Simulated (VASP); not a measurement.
NaCl:

```
Cl Na
1.0
     3.50219    0.00000    0.00000
     0.00000    3.50219    0.00000
     0.00000    0.00000    3.50219
Cl Na
1 1
Direct
  0.50000 0.50000 0.50000
  0.00000 0.00000 0.00000
```

- Program: VASP 6.6.1
- Task: relaxation of cell and atoms
- Functional: revPBE
- Dispersion: D3(BJ)
- Potentials or basis: VASP PAW PBE potentials, release 64 (Cl, Na_pv)
- Cutoff: 500 eV
- k mesh: 8 × 8 × 8
- Occupations: fermi-dirac, width 0.05 eV
- Spin: no spin polarisation

At the start: pressure -1.6 GPa; volume 21.48 Å³/atom.

Problem. Where does the relaxation end?

Solution. Over 3 steps the energy falls by 6.3 meV/atom and the volume is 20.30 Å³/atom (-5.5 %); space group Pm-3m (No. 221, to 0.05 Å).

The path:
```tsv
step	energy change (eV)	largest force (eV/Å)	pressure (GPa)	volume (Å³)
1	0.0000	0.0000	-1.55	42.96
2	-0.0095	0.0000	-0.80	41.68
3	-0.0125	0.0000	-0.07	40.60
```

Final structure:
```cif
data_structure
_symmetry_space_group_name_H-M 'P 1'
_symmetry_Int_Tables_number 1
_cell_length_a 3.4368
_cell_length_b 3.4368
_cell_length_c 3.4368
_cell_angle_alpha 90.000
_cell_angle_beta 90.000
_cell_angle_gamma 90.000
_cell_volume 40.60
loop_
_atom_site_label
_atom_site_type_symbol
_atom_site_fract_x
_atom_site_fract_y
_atom_site_fract_z
_atom_site_occupancy
Cl1 Cl 0.50000 0.50000 0.50000 1
Na1 Na 0.00000 0.00000 0.00000 1
```

Caveat: the PAW data sets were made with another functional, which shifts forces and pressure a little.
